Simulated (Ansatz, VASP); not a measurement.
## Two plane-wave programs on BeTe

Contents of INCAR:

```
PREC = Accurate
ENCUT = 520
EDIFF = 1E-7
ISMEAR = -1
SIGMA = 0.1
LREAL = False
LASPH = True
NELM = 60
ALGO = Normal
ISIF = 2
LWAVE = False
LCHARG = True
GGA = PE
LELF = True
LVHAR = True
NBANDS = 11
```

File KPOINTS:

```
regular mesh
0
Gamma
  13 13 13
```

Contents of POSCAR:

```
BeTe
1.0
    0.0000000000      2.0868334629      2.0868334629
    2.0868334629      0.0000000000      2.0868334629
    2.0868334629      2.0868334629      0.0000000000
Be Te
1 1
Direct
    0.0000000000      0.0000000000      0.0000000000
    0.2500000000      0.2500000000      0.2500000000
```

Input for Ansatz:

```yaml
crystal:
  lattice:
    - [0.0, 2.0868334629, 2.0868334629]
    - [2.0868334629, 0.0, 2.0868334629]
    - [2.0868334629, 2.0868334629, 0.0]
  atoms:
    - { symbol: Be, position: [0.0, 0.0, 0.0] }
    - { symbol: Te, position: [0.25, 0.25, 0.25] }
kpoints:
  mp_grid: { grid: [13, 13, 13] }
scf:
  occupations: { method: fermi_dirac, width: 0.1 }
hamiltonian:
  xc: pbe
  pseudopotentials: { kind: nc }
output:
  forces: true
  stress: true
  eigenvalues: true
```

Change from the starting cell: volume scaled by 0.4, norm-conserving files.

Alike in both runs: task single point; functional PBE; k mesh 13 × 13 × 13; occupations fermi-dirac, width 0.1 eV; no spin polarisation.

|  | VASP | Ansatz |
| --- | --- | --- |
| version | VASP 6.6.1 | Ansatz 0.2.0 |
| potentials or method | VASP PAW PBE potentials, release 64 (Be, Te) | norm-conserving pseudopotentials, scalar-relativistic |
| plane-wave cutoff (eV) | 520 | 1800 |
| valence electrons in the cell | 8 | 20 |

|  | VASP | Ansatz | Ansatz less VASP |
| --- | --- | --- | --- |
| pressure (GPa) | 310.6 | 309.6 | -1.03 |

Both programs put the cell under a high pressure, so it lies far from rest at this level. With one functional, cell and mesh, what is left measures potentials, basis and numerics. VASP's potentials hold 8 valence electrons a cell and Ansatz's 20, so a difference there can come from the potentials and not from the codes.

Spin-orbit coupling is off throughout. Noted on VASP's run: the cell as given lies far from equilibrium.
